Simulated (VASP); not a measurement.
Zr: single point with r2SCAN

Crystal: Zr.

```
Zr
1.0
     3.20073    0.00000    0.00000
    -1.60037    2.77192    0.00000
     0.00000    0.00000    5.08766
Zr
2
Direct
  0.33333 0.66667 0.25000
  0.66667 0.33333 0.75000
```

```yaml
Program: VASP 6.6.1
Task: single point
Functional: r2SCAN
Potentials_or_basis: VASP PAW PBE potentials, release 64 (Zr_sv)
Cutoff: 520 eV
k_mesh: 18 × 18 × 10
Occupations: fermi-dirac, width 0.1 eV
Spin: no spin polarisation
```

```json
{
  "Pressure": "4.1 GPa",
  "Band gap on the k mesh": "zero (bands 12 and 13 overlap by 1.31 eV)"
}
```

Stress tensor (GPa, compression positive):
```
4.07 0.00 0.00
0.00 4.07 0.00
0.00 0.00 4.30
```

Levels at points of the mesh, in eV from the Fermi level:
```csv
k point,band 10,band 11,band 12,band 13,band 14,band 15
"(0.00, 0.00, 0.00)",-3.27,1.00,1.00,1.19,1.20,1.78
"(0.50, 0.00, 0.00)",-2.67,-2.33,-0.28,0.69,0.93,1.67
"(0.00, 0.00, 0.50)",-4.20,0.05,0.05,0.91,0.91,0.91
"(0.50, 0.00, 0.50)",-3.08,-1.13,-1.13,1.73,1.73,2.50
```

It took 8.2 min on 1 thread of Intel Xeon 8259CL (shared host), peak memory 0.29 GiB.

Caveat: the cell stands under pressure; the PAW data sets were made with another functional, which shifts forces and pressure a little.
